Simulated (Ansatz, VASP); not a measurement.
# Si2Os3Ru in VASP and in Ansatz

```xyz
6
Lattice="3.0043 0.0000 0.0000 -1.5021 2.6018 0.0000 0.0000 0.0000 12.2257" Properties=species:S:1:pos:R:3 pbc="T T T"
Si    0.0000    0.0000   10.2804
Si    0.0000    0.0000    1.9453
Ru    0.0000    1.7345    0.0000
Os    0.0000    1.7345    3.8906
Os    1.5021    0.8673    6.1129
Os    0.0000    1.7345    8.3351
```

Alike in both runs: task relaxation of cell and atoms; functional PBE; k mesh 6 × 6 × 2; occupations gaussian, width 0.1 eV; no spin polarisation.

|  | VASP | Ansatz |
| --- | --- | --- |
| version | VASP 6.6.1 | Ansatz 0.2.0 |
| potentials or method | VASP PAW PBE potentials, release 64 (Si, Ru_pv, Os), cutoff 600 eV | scalar-relativistic, plane waves, PAW |
| valence electrons in the cell | 46 | 72 |

Ansatz gave:

* gap on the k mesh at the Fermi level, each at its own relaxed structure (eV): none
* relaxed volume (Å³/atom): 13.74
* relaxed length of the cell vector where the two differ most in proportion (Å): 2.836

**Question.** Estimate VASP's values.

**Answer.** gap on the k mesh at the Fermi level, each at its own relaxed structure (eV): none; relaxed volume (Å³/atom): 13.77; relaxed length of the cell vector where the two differ most in proportion (Å): 2.839.

A gap of «none» marks a metal or a gap that the smearing closes. VASP's potentials hold 46 valence electrons a cell and Ansatz's 72, so a difference there can come from the potentials and not from the codes.

The k mesh is coarse, so the values compare programs but aren't converged. Neither program's run includes spin-orbit coupling.
